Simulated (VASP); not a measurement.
Write the native input for VASP 6.6.1 that does the following.

```yaml
Task: single point
Functional: PBEsol
Dispersion: D3(BJ)
Potentials_or_basis: VASP PAW PBE potentials, release 64 (Sn_d)
Cutoff: 520 eV
k_mesh: 20 × 20 × 20
Occupations: gaussian, width 0.15 eV
Spin: no spin polarisation
Dipole_correction: no
Further_INCAR_settings: ALGO = Fast; EDIFF = 1e-07; NBANDS = 13
```

The structure of Sn lies in POSCAR:

```
Sn
1.0
   -1.6574774400      1.7045251200      2.1512746400
    1.6574774400     -1.7045251200      2.1512746400
    1.6574774400      1.7045251200     -2.1512746400
Sn
1
Direct
    0.0000000000      0.0000000000      0.0000000000
```

This cell differs from its parent crystal: strain -0.040 along x and y, -0.080 along z.

One way to write it, as run:

INCAR

```
SYSTEM = Sn
ALGO = Fast
EDIFF = 1E-7
ENCUT = 520
GGA = PS
ISIF = 2
ISMEAR = 0
IVDW = 12
LASPH = .True.
LCHARG = .False.
LREAL = .False.
LWAVE = .False.
NBANDS = 13
NELM = 60
PREC = Accurate
SIGMA = 0.15
```

KPOINTS

```
k-points
0
Gamma
  20 20 20
  0 0 0
```

Potentials or basis: VASP PAW PBE potentials, release 64 (Sn_d).

Run with:

```console
$ cat potpaw_PBE.64/Sn_d/POTCAR > POTCAR
$ mpirun -np 1 vasp_std > vasp.out
```

It gave:

| Property | Result |
| --- | --- |
| Pressure | 2.8 GPa |
| Band gap on the k mesh | zero (bands 7 and 8 overlap by 10.91 eV) |
| Dispersion energy per atom | -0.437 eV |

Caveat: the cell differs from its parent crystal (strain -0.040 along x and y, -0.080 along z); the PAW data sets were made with another functional, which shifts forces and pressure a little; spin-orbit coupling is left out, which moves the levels of the heavy elements.

Wall time 3.2 min on 1 thread of Intel(R) Xeon(R) Platinum 8259CL CPU @ 2.50GHz (Skylake/Cascade Lake), with other jobs on the host, peak memory 0.43 GiB.
